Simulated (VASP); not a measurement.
# Tl (P6_3/mmc) in VASP: further runs, part 2 of 2

VASP 6.6.1.

**3. Elastic constants, PBEsol**

INCAR

```
PREC = Accurate
ENCUT = 600
EDIFF = 1E-8
ISMEAR = -1
SIGMA = 0.05
LREAL = F
LASPH = T
NELM = 60
ALGO = Normal
ISIF = 3
LWAVE = F
LCHARG = F
GGA = PS
NBANDS = 20
IBRION = 6
NFREE = 2
POTIM = 0.015
NSW = 1
```

KPOINTS

```
regular mesh
0
Gamma
  8 8 4
```

POSCAR

```
Tl
1.0
    3.4560000000      0.0000000000      0.0000000000
   -1.7280000000      2.9929837955      0.0000000000
    0.0000000000      0.0000000000      5.5250000000
Tl
2
Direct
    0.6666666667      0.3333333333      0.7500000000
    0.3333333333      0.6666666667      0.2500000000
```

Potentials or basis: VASP PAW PBE potentials, release 64 (Tl_d).

On the command line:

```bash
$ cat potpaw_PBE.64/Tl_d/POTCAR > POTCAR
$ mpirun -np 1 vasp_std > vasp.out
```

OUTCAR:

```text
PREC = Accurate
   ENCUT = 600
   EDIFF = 1E-8
   ISMEAR = -1
   LREAL = F
   LASPH = T
   NELM = 60
   ISIF = 3
   GGA = PS
   IBRION = 6
   NFREE = 2
   POTIM = 0.015
   NSW = 1

 ion  position               nearest neighbor table
   1  0.667  0.333  0.750-   2 3.41   2 3.41   2 3.41   2 3.41   2 3.41   2 3.41
   2  0.333  0.667  0.250-   1 3.41   1 3.41   1 3.41   1 3.41   1 3.41   1 3.41

  LATTYP: Found a hexagonal cell.
 ALAT       =     3.4560000000
 C/A-ratio  =     1.5986689815

  Lattice vectors:

 A1 = (   3.4560000000,   0.0000000000,   0.0000000000)
 A2 = (  -1.7280000000,   2.9929837955,   0.0000000000)
 A3 = (   0.0000000000,   0.0000000000,   5.5250000000)

[... 977 lines left out ...]
  --------------------------------------------------------------------------------
  x     0.00000     0.00000     0.00000     1.63038     0.00000     0.00000
  y     1.63038    -1.63038     0.00000    -0.00000     0.00000     0.00000
  z     0.00000     0.00000     0.00000     0.00000     0.00000     0.00000

 INTERNAL STRAIN TENSOR FOR ION    2 for displacements in x,y,z  (eV/Angst):
          X           Y           Z          XY          YZ          ZX
  --------------------------------------------------------------------------------
  x     0.00000     0.00000     0.00000    -1.63038     0.00000     0.00000
  y    -1.63038     1.63038    -0.00000     0.00000     0.00000     0.00000
  z    -0.00000     0.00000    -0.00000     0.00000     0.00000     0.00000

 Eigenvectors and eigenvalues of the dynamical matrix
 ----------------------------------------------------

   1 f  =    2.700500 THz    16.967743 2PiTHz   90.078988 cm-1    11.168366 meV
             X         Y         Z           dx          dy          dz
      1.728000  0.997661  4.143750    -0.000000   -0.000000    0.707107
     -0.000000  1.995323  1.381250     0.000000    0.000000   -0.707107
[... 21 lines left out ...]
   6 f/i=    0.982885 THz     6.175648 2PiTHz   32.785512 cm-1     4.064884 meV
             X         Y         Z           dx          dy          dz
      1.728000  0.997661  4.143750     0.000000    0.707107    0.000000
     -0.000000  1.995323  1.381250     0.000000   -0.707107    0.000000

--------------------------------------------------------------------------------------------------------

 ELASTIC MODULI CONTR FROM IONIC RELAXATION (kBar)
 Direction    XX          YY          ZZ          XY          YZ          ZX
 --------------------------------------------------------------------------------
 XX          -0.0000     -0.0000     -0.0000      0.0000      0.0000      0.0000
 YY          -0.0000     -0.0000     -0.0000      0.0000      0.0000      0.0000
 ZZ          -0.0000     -0.0000     -0.0000      0.0000      0.0000      0.0000
 XY           0.0000      0.0000      0.0000     -0.0000      0.0000      0.0000
 YZ           0.0000      0.0000      0.0000      0.0000      0.0000      0.0000
 ZX           0.0000      0.0000      0.0000      0.0000      0.0000      0.0000
 --------------------------------------------------------------------------------

 TOTAL ELASTIC MODULI (kBar)
 Direction    XX          YY          ZZ          XY          YZ          ZX
 --------------------------------------------------------------------------------
 XX         169.3581    555.0308    367.1019      0.0000      0.0000      0.0000
 YY         555.0308    169.3581    367.1019      0.0000     -0.0000      0.0000
 ZZ         367.1019    367.1019    424.0944      0.0000      0.0000      0.0000
 XY           0.0000      0.0000      0.0000   -192.8363     -0.0000      0.0000
 YZ           0.0000     -0.0000      0.0000     -0.0000   -188.4776      0.0000
 ZX           0.0000      0.0000      0.0000      0.0000      0.0000   -188.4775
 --------------------------------------------------------------------------------
```

OSZICAR:

```text
N       E                     dE             d eps       ncg     rms          rms(c)
DAV:   1     0.143193600720E+03    0.14319E+03   -0.15255E+04  1200   0.137E+03
DAV:   2    -0.236100342057E+01   -0.14555E+03   -0.14291E+03  1328   0.298E+02
DAV:   3    -0.522137843167E+01   -0.28604E+01   -0.28372E+01  1396   0.363E+01
DAV:   4    -0.523901440970E+01   -0.17636E-01   -0.17634E-01  1260   0.297E+00
[... 184 lines left out ...]
DAV:   3    -0.516498354473E+01   -0.44747E-04   -0.53866E-04  1480   0.170E-01    0.160E-02
DAV:   4    -0.516497965847E+01    0.38863E-05   -0.15166E-05  1524   0.295E-02    0.503E-03
DAV:   5    -0.516497889131E+01    0.76716E-06   -0.22749E-06  1508   0.826E-03    0.771E-04
DAV:   6    -0.516497884800E+01    0.43307E-07   -0.11325E-07  1528   0.190E-03    0.385E-04
DAV:   7    -0.516497883913E+01    0.88658E-08   -0.20067E-08   820   0.762E-04
  17 F= -.51649788E+01 E0= -.51561719E+01  d E =-.176139E-01
```

It took 21 min on 1 thread of Intel Xeon 8259CL, shared host; peak memory 0.36 GiB.

What came out:

```
Voigt bulk modulus            : 37 GPa
Highest phonon frequency at Γ : 90 cm⁻¹
Most unstable mode            : 33i cm⁻¹
```

Phonon frequencies in cm⁻¹ (negative: imaginary):
| q point | frequencies |
| --- | --- |
| (0.000, 0.000, 0.000) | -33 -33 0 0 0 90 |

Elastic tensor in Voigt notation (GPa, in the Cartesian axes of the cell as first typed):
```
 17  56  37   0   0   0
 56  17  37   0   0   0
 37  37  42   0   0   0
  0   0   0 -19   0   0
  0   0   0   0 -19   0
  0   0   0   0   0 -19
```

Clamped-ion elastic tensor (GPa):
```
 17  56  37   0   0   0
 56  17  37   0   0   0
 37  37  42   0   0   0
  0   0   0 -19   0   0
  0   0   0   0 -19   0
  0   0   0   0   0 -19
```

Caveat: some modes are imaginary; the elastic tensor has a negative eigenvalue, so either the cell is unstable as it stands or the mesh is too thin; the PAW data sets were made with another functional, which shifts forces and pressure a little; spin-orbit coupling is left out, which moves the levels of the heavy elements.

**4. Equation of state, PBEsol**

POSCAR.step1

```
Tl
1.0
    3.3490440864      0.0000000000      0.0000000000
   -1.6745220432      2.9003572573      0.0000000000
    0.0000000000      0.0000000000      5.3540128986
Tl
2
Direct
    0.6666666667      0.3333333333      0.7500000000
    0.3333333333      0.6666666667      0.2500000000
```

POSCAR.step2

```
Tl
1.0
    3.3854495917      0.0000000000      0.0000000000
   -1.6927247959      2.9318853497      0.0000000000
    0.0000000000      0.0000000000      5.4122132507
Tl
2
Direct
    0.6666666667      0.3333333333      0.7500000000
    0.3333333333      0.6666666667      0.2500000000
```

POSCAR.step3

```
Tl
1.0
    3.4210885222      0.0000000000      0.0000000000
   -1.7105442611      2.9627495688      0.0000000000
    0.0000000000      0.0000000000      5.4691881034
Tl
2
Direct
    0.6666666667      0.3333333333      0.7500000000
    0.3333333333      0.6666666667      0.2500000000
```

POSCAR.step4

```
Tl
1.0
    3.4560000000      0.0000000000      0.0000000000
   -1.7280000000      2.9929837955      0.0000000000
    0.0000000000      0.0000000000      5.5250000000
Tl
2
Direct
    0.6666666667      0.3333333333      0.7500000000
    0.3333333333      0.6666666667      0.2500000000
```

POSCAR.step5

```
Tl
1.0
    3.4902200473      0.0000000000      0.0000000000
   -1.7451100236      3.0226192258      0.0000000000
    0.0000000000      0.0000000000      5.5797065281
Tl
2
Direct
    0.6666666667      0.3333333333      0.7500000000
    0.3333333333      0.6666666667      0.2500000000
```

POSCAR.step6

```
Tl
1.0
    3.5237819143      0.0000000000      0.0000000000
   -1.7618909571      3.0516846552      0.0000000000
    0.0000000000      0.0000000000      5.6333608439
Tl
2
Direct
    0.6666666667      0.3333333333      0.7500000000
    0.3333333333      0.6666666667      0.2500000000
```

POSCAR.step7

```
Tl
1.0
    3.5567163645      0.0000000000      0.0000000000
   -1.7783581822      3.0802067257      0.0000000000
    0.0000000000      0.0000000000      5.6860121278
Tl
2
Direct
    0.6666666667      0.3333333333      0.7500000000
    0.3333333333      0.6666666667      0.2500000000
```

INCAR

```
SYSTEM = Tl
GGA = PS
ISMEAR = 1
SIGMA = 0.1
LWAVE = .False.
LCHARG = .False.
ISIF = 2
NSW = 0
ENCUT = 450
PREC = Accurate
LASPH = .True.
LREAL = .False.
ALGO = Normal
EDIFF = 1E-7
NELM = 120
GGA_COMPAT = .False.
```

KPOINTS

```
k-points
0
Gamma
  11 11 6
```

Potentials or basis: VASP PAW PBE potentials, release 64 (Tl_d_GW).

On the command line:

```bash
$ cat potpaw_PBE.64/Tl_d_GW/POTCAR > POTCAR
$ cp POSCAR.step1 POSCAR
$ mpirun -np 1 vasp_std > vasp.out
$ cp POSCAR.step2 POSCAR
$ mpirun -np 1 vasp_std > vasp.out
$ cp POSCAR.step3 POSCAR
$ mpirun -np 1 vasp_std > vasp.out
$ cp POSCAR.step4 POSCAR
$ mpirun -np 1 vasp_std > vasp.out
$ cp POSCAR.step5 POSCAR
$ mpirun -np 1 vasp_std > vasp.out
$ cp POSCAR.step6 POSCAR
$ mpirun -np 1 vasp_std > vasp.out
$ cp POSCAR.step7 POSCAR
$ mpirun -np 1 vasp_std > vasp.out
```

Wall time 2.2 min (1 thread of Intel Xeon 6975P-C (Granite Rapids), shared host); peak memory 0.22 GiB.

Results (log left out):

```yaml
Equilibrium_volume: 28.57 Å³/atom
Bulk_modulus_at_fixed_shape_and_positions: 36 GPa
Pressure_derivative_of_the_bulk_modulus: 5.2
```

Energy against volume, from the lowest point:
| volume (Å³/atom) | energy (meV/atom) |
| --- | --- |
| 26.003 | 31.45 |
| 26.860 | 13.02 |
| 27.717 | 3.04 |
| 28.575 | 0.00 |
| 29.432 | 2.75 |
| 30.289 | 10.30 |
| 31.146 | 21.80 |

Caveat: the cell was scaled at fixed shape and fractional positions, which overstates the stiffness of a crystal with free parameters, most of all of layers and chains; the PAW data sets were made with another functional, which shifts forces and pressure a little; spin-orbit coupling is left out, which moves the levels of the heavy elements.
